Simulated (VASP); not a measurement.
# Mg (Fm-3m) in VASP: a series of runs, part 2 of 2

VASP 6.6.1. The steps go on from the part before.

### 3 Single point, PBE

This run uses another cell than the first one, of 27.88 Å³/atom.

INCAR

```
SYSTEM = Mg
  ALGO = Normal
  EDIFF = 1E-6
  ENCUT = 600
  GGA = PE
  GGA_COMPAT = .False.
  ISIF = 2
  ISMEAR = 0
  LASPH = .True.
  LCHARG = .False.
  LREAL = .False.
  LWAVE = .False.
  NBANDS = 10
  NELM = 120
  PREC = Accurate
  SIGMA = 0.1
```

KPOINTS

```
k-points
0
Gamma
  6 6 6
  0 0 0
```

POSCAR

```
Mg
1.0
    0.0000000000      3.4709226690      3.4709226690
    3.4709226690      0.0000000000      3.4709226690
    3.4709226690      3.4709226690      0.0000000000
Mg
3
Direct
    0.2500000000      0.2500000000      0.2500000000
    0.7500000000      0.7500000000      0.7500000000
    0.5000000000      0.5000000000      0.5000000000
```

Potentials or basis: VASP PAW PBE potentials, release 64 (Mg).

The run is started by

```sh
> cat potpaw_PBE.64/Mg/POTCAR > POTCAR
> mpirun -np 1 vasp_std > vasp.out
```

OUTCAR:

```text
SYSTEM = Mg
   EDIFF = 1E-6
   ENCUT = 600
   GGA = PE
   ISIF = 2
   ISMEAR = 0
   LASPH = .True.
   LREAL = .False.
   NELM = 120
   PREC = Accurate

 ion  position               nearest neighbor table
   1  0.250  0.250  0.250-   3 3.01   3 3.01   3 3.01   3 3.01   2 3.47   2 3.47   2 3.47   2 3.47
                             2 3.47   2 3.47
   2  0.750  0.750  0.750-   3 3.01   3 3.01   3 3.01   3 3.01   1 3.47   1 3.47   1 3.47   1 3.47
                             1 3.47   1 3.47
   3  0.500  0.500  0.500-   1 3.01   1 3.01   1 3.01   1 3.01   2 3.01   2 3.01   2 3.01   2 3.01

  LATTYP: Found a face centered cubic cell.
[... 394 lines left out ...]
  --------------------------------------------------------------------------------------
  -------------------------------------------------------------------------------------
  Total        0.0899162      0.0899162      0.0899162     -0.0000000     -0.0000000     -0.0000000
  in kB        1.7225980      1.7225980      1.7225980     -0.0000000     -0.0000000     -0.0000000
  external PRESSURE =       1.7225980 kB  Pullay stress =       0.0000000 kB

 VOLUME and BASIS-vectors are now :
 -----------------------------------------------------------------------------
  energy-cutoff  :      600.00
  volume of cell :       83.63
      direct lattice vectors                 reciprocal lattice vectors
     0.000000000  3.470922669  3.470922669    -0.144053915  0.144053915  0.144053915
     3.470922669  0.000000000  3.470922669     0.144053915 -0.144053915  0.144053915
     3.470922669  3.470922669  0.000000000     0.144053915  0.144053915 -0.144053915

 POSITION                                       TOTAL-FORCE (eV/Angst)
 -----------------------------------------------------------------------------------
      1.73546      1.73546      1.73546         0.000000      0.000000      0.000000
      5.20638      5.20638      5.20638        -0.000000     -0.000000     -0.000000
      3.47092      3.47092      3.47092         0.000000      0.000000     -0.000000
 -----------------------------------------------------------------------------------
    total drift:                                0.000000     -0.000000     -0.000000

  FREE ENERGIE OF THE ION-ELECTRON SYSTEM (eV)
  ---------------------------------------------------
  free  energy   TOTEN  =        -3.6264246581 eV

  energy  without entropy=       -3.6110311454  energy(sigma->0) =       -3.61872790
```

OSZICAR:

```text
N       E                     dE             d eps       ncg     rms          rms(c)
DAV:   1     0.265359914783E+01    0.26536E+01   -0.21785E+03   320   0.491E+02
DAV:   2    -0.345831835881E+01   -0.61119E+01   -0.58420E+01   364   0.403E+01
DAV:   3    -0.363750881755E+01   -0.17919E+00   -0.17421E+00   456   0.586E+00
DAV:   4    -0.363842729074E+01   -0.91847E-03   -0.91821E-03   382   0.442E-01
DAV:   5    -0.363843647716E+01   -0.91864E-05   -0.91862E-05   420   0.497E-02    0.102E+00
DAV:   6    -0.363240623534E+01    0.60302E-02   -0.54474E-03   358   0.350E-01    0.654E-01
DAV:   7    -0.362645747515E+01    0.59488E-02   -0.16233E-02   370   0.605E-01    0.432E-02
DAV:   8    -0.362642264674E+01    0.34828E-04   -0.58923E-04   368   0.109E-01    0.111E-02
DAV:   9    -0.362642366260E+01   -0.10159E-05   -0.56463E-06   422   0.128E-02    0.469E-03
DAV:  10    -0.362642466408E+01   -0.10015E-05   -0.70094E-07   268   0.372E-03    0.446E-04
DAV:  11    -0.362642465814E+01    0.59425E-08   -0.41625E-08   200   0.109E-03
   1 F= -.36264247E+01 E0= -.36187279E+01  d E =-.153935E-01
```

Run time: 31 s. Hardware: 1 thread of Intel Xeon 8259CL, shared host; peak memory 0.23 GiB.

What came out:

- Free energy: -3.6264 eV
- Pressure: 0.2 GPa
- Band gap on the k mesh: zero (bands 3 and 4 overlap by 3.35 eV)

### 4 Relaxation of cell and atoms, PBE

INCAR

```
SYSTEM = Mg
  PREC = Accurate
  ENCUT = 600
  EDIFF = 1E-7
  ISMEAR = 0
  SIGMA = 0.1
  LREAL = .False.
  LASPH = .True.
  NELM = 120
  ALGO = Normal
  ISIF = 3
  LWAVE = .False.
  LCHARG = .False.
  GGA = PE
  IBRION = 2
  NSW = 90
  EDIFFG = -0.04
  GGA_COMPAT = .False.
  NELMIN = 4
```

KPOINTS

```
regular mesh
0
Gamma
  6 6 6
  0 0 0
```

POSCAR

```
Mg
1.0
    0.0000000000      3.1773615200      3.1773615200
    3.1773615200      0.0000000000      3.1773615200
    3.1773615200      3.1773615200      0.0000000000
Mg
3
Direct
    0.2500000000      0.2500000000      0.2500000000
    0.7500000000      0.7500000000      0.7500000000
    0.5000000000      0.5000000000      0.5000000000
```

The run is started by

```sh
> cat potpaw_PBE.64/Mg/POTCAR > POTCAR
> mpirun -np 1 vasp_std > vasp.out
```

Wall time 48 s (1 thread of Intel Xeon 8259CL, shared host); peak memory 0.2 GiB.

Results (log left out):

| Property | Result |
| --- | --- |
| Free energy | -3.6266 eV |
| Relaxed volume | 28.10 Å³/atom |
| Relaxed cell | a = 4.922 Å, b = 4.922 Å, c = 4.922 Å, α = 60.00°, β = 60.00°, γ = 60.00° |
| Space group after relaxing (to 0.1 Å) | Fm-3m (No. 225) |
| Energy gained by relaxing | 195.1 meV/atom |
| Ionic steps | 4 |
| Pressure after relaxing | 0.0 GPa |
| Band gap on the k mesh | zero (bands 3 and 4 overlap by 3.32 eV) |

Step by step:
| step | energy change (eV) | largest force (eV/Å) | pressure (GPa) | volume (Å³) |
| --- | --- | --- | --- | --- |
| 1 | 0.0000 | 0.0000 | 11.73 | 64.15 |
| 2 | -0.5659 | 0.0000 | 1.48 | 79.82 |
| 3 | -0.5833 | 0.0000 | -0.41 | 85.68 |
| 4 | -0.5853 | 0.0000 | -0.03 | 84.31 |

Final structure:
```
CELL_PARAMETERS angstrom
0.00000 3.48028 3.48028
3.48028 0.00000 3.48028
3.48028 3.48028 0.00000
ATOMIC_POSITIONS crystal
Mg 0.25000 0.25000 0.25000
Mg 0.75000 0.75000 0.75000
Mg 0.50000 0.50000 0.50000
```

Levels at points of the mesh, in eV from the Fermi level:
| k point | band 1 | band 2 | band 3 | band 4 | band 5 | band 6 | band 7 |
| --- | --- | --- | --- | --- | --- | --- | --- |
| (0.00, 0.00, 0.00) | -5.96 | 2.31 | 2.31 | 2.31 | 2.66 | 2.66 | 2.66 |
| (0.50, 0.00, 0.00) | -4.02 | -3.30 | 1.40 | 1.40 | 2.46 | 2.46 | 2.57 |
| (0.50, 0.50, 0.00) | -3.08 | -2.90 | -0.23 | -0.23 | 0.04 | 1.47 | 7.66 |

Caveat: the volume moved by over 15 % at a fixed basis, so the end points are rough.

### 5 Overview

```csv
task,cell,gap on the mesh (eV),pressure (GPa)
single point,"a = 4.493 Å, angles 60.0°, 3 atoms",none,11.7
single point,"a = 4.909 Å, angles 60.0°, 3 atoms",none,0.2
relaxation of cell and atoms,"relaxed from a = 4.493 Å, angles 60.0°, 3 atoms",none,0.0
```

Alike in all rows: level PBE; potentials or basis VASP PAW PBE potentials, release 64 (Mg); no spin polarisation; k mesh 6 × 6 × 6; cutoff (eV) 600; smearing gaussian 0.1 eV.

Caveats: the cell stands under pressure (at least some runs); the volume moved by over 15 % at a fixed basis, so the end points are rough (at least some runs).

Total energies depend on the potentials used, so only differences within one code and one set of settings carry meaning.
